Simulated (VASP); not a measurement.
Crystal: ZnO.

```
CELL_PARAMETERS angstrom
3.27939 0.00000 0.00000
-1.63969 2.84003 0.00000
0.00000 0.00000 5.29391
ATOMIC_POSITIONS crystal
Zn 0.33333 0.66667 0.99797
Zn 0.66667 0.33333 0.49797
O 0.33333 0.66667 0.37703
O 0.66667 0.33333 0.87703
```

* Program: VASP 6.6.1
* Task: relaxation of cell and atoms
* Functional: r2SCAN
* Potentials or basis: VASP PAW PBE potentials, release 64 (Zn, O)
* Cutoff: 600 eV
* k mesh: 12 × 12 × 4
* Occupations: fermi-dirac, width 0.02 eV
* Spin: no spin polarisation

At the start: pressure -5.2 GPa; volume 12.33 Å³/atom.

Question: How do energy, volume and symmetry change on relaxing?

Answer: Over 8 steps the energy falls by 8.3 meV/atom and the volume is 11.86 Å³/atom (-3.8 %); space group P6_3mc (No. 186, to 0.1 Å) before and after.

Step by step:
```csv
step,energy change (eV),largest force (eV/Å),pressure (GPa),volume (Å³)
1,0.0000,0.0016,-5.18,49.31
2,-0.0252,0.0044,3.14,46.51
3,-0.0331,0.0050,0.19,47.38
4,-0.0331,0.0050,0.00,47.45
5,-0.0331,0.0081,-0.01,47.45
6,-0.0331,0.0129,0.00,47.45
7,-0.0332,0.0097,0.00,47.44
8,-0.0332,0.0005,0.02,47.44
```

Final structure:
```
Zn O
1.0
     3.24086    0.00000    0.00000
    -1.62043    2.80667    0.00000
     0.00000    0.00000    5.21557
Zn O
2 2
Cartesian
  0.0000 1.8711 5.2027
  1.6204 0.9356 2.5950
  0.0000 1.8711 1.9687
  1.6204 0.9356 4.5765
```

Caveat: the PAW data sets were made with another functional, which shifts forces and pressure a little.
